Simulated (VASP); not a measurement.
Set up this calculation in VASP 6.6.1, as the native input.

| Property | Result |
| --- | --- |
| Task | single point |
| Functional | r2SCAN |
| Potentials or basis | VASP PAW PBE potentials, release 64 (Co) |
| Cutoff | 520 eV |
| k mesh | 6 × 6 × 6 |
| Occupations | gaussian, width 0.1 eV |
| Spin | collinear spin, ferromagnetic start |
| Starting moments | [1.85, 1.85] μB |
| Dipole correction | no |
| Further INCAR settings | ALGO = Normal; EDIFF = 1e-06; NBANDS = 20 |

Crystal: Co.

```
Co
1.0
     0.00000    2.51973    2.51973
     2.51973    0.00000    2.51973
     2.51973    2.51973    0.00000
Co
2
Direct
  0.50000 0.50000 0.50000
  0.75000 0.75000 0.75000
```

This isn't the form of Co at room conditions, which is hcp.

The input as run:

POSCAR

```
Co
1.0
    0.0000000000      2.5197343167      2.5197343167
    2.5197343167      0.0000000000      2.5197343167
    2.5197343167      2.5197343167      0.0000000000
Co
2
Direct
    0.5000000000      0.5000000000      0.5000000000
    0.7500000000      0.7500000000      0.7500000000
```

INCAR.step1

```
SYSTEM = Co
PREC = Accurate
ENCUT = 520
ISMEAR = 0
SIGMA = 0.1
LREAL = .FALSE.
LASPH = .TRUE.
NELM = 150
ISPIN = 2
MAGMOM = 1.85 1.85
LMAXMIX = 4
NBANDS = 20
GGA = PE
ALGO = Normal
EDIFF = 1E-4
LWAVE = .TRUE.
LCHARG = .FALSE.
```

INCAR.step2

```
SYSTEM = Co
PREC = Accurate
ENCUT = 520
EDIFF = 1E-6
ISMEAR = 0
SIGMA = 0.1
LREAL = .FALSE.
LASPH = .TRUE.
NELM = 150
ALGO = Normal
ISIF = 2
LWAVE = .FALSE.
LCHARG = .FALSE.
ISPIN = 2
MAGMOM = 1.85 1.85
LORBIT = 11
LMAXMIX = 4
METAGGA = R2SCAN
LMIXTAU = .TRUE.
NBANDS = 20
ISTART = 1
```

KPOINTS

```
regular mesh
0
G
  6 6 6
  0 0 0
```

Potentials or basis: VASP PAW PBE potentials, release 64 (Co).

Command:

```bash
$ cat potpaw_PBE.64/Co/POTCAR > POTCAR
$ cp INCAR.step1 INCAR
$ mpirun -np 1 vasp_std > vasp.out
$ cp INCAR.step2 INCAR
$ mpirun -np 1 vasp_std > vasp.out
```

It gave:

| Property | Result |
| --- | --- |
| Pressure | -0.7 GPa |
| Net moment | 3.64 μB per cell |
| Site moments | Co +1.83 μB |
| Valence electrons inside the program's atomic spheres | Co 8.26 |

Caveat: the PAW data sets were made with another functional, which shifts forces and pressure a little.

Wall time 62 s on 1 thread of Intel(R) Xeon(R) Platinum 8488C (Sapphire Rapids), on a shared host, peak memory 0.19 GiB.
